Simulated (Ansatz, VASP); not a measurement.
**Two plane-wave programs on LiCl**

```
Li Cl
1.0
    -2.75782    0.00000   -2.75782
    -2.75782   -2.75782    0.00000
    -5.51564    2.75782    2.75782
Li Cl
2 2
Direct
  0.87500 0.87500 0.37500
  0.37500 0.37500 0.87500
  0.25000 0.25000 0.25000
  0.75000 0.75000 0.75000
```

Alike in both runs: task single point; functional PBE; k mesh 6 × 6 × 6; occupations gaussian, width 0.1 eV; no spin polarisation.

```csv
,VASP,Ansatz
version,VASP 6.6.1,Ansatz 0.2.0
potentials or method,"VASP PAW PBE potentials, release 64 (Li_sv, Cl), cutoff 520 eV","scalar-relativistic, plane waves, PAW"
valence electrons in the cell,20,20
```

```tsv
	VASP	Ansatz	Ansatz less VASP
gap on the k mesh at the Fermi level (eV)	5.96	5.96	-0.006
least direct gap on the mesh (eV)	5.96	5.96	-0.006
```

Noted on VASP's run: the cutoff is short for stress, so the pressure is rough.
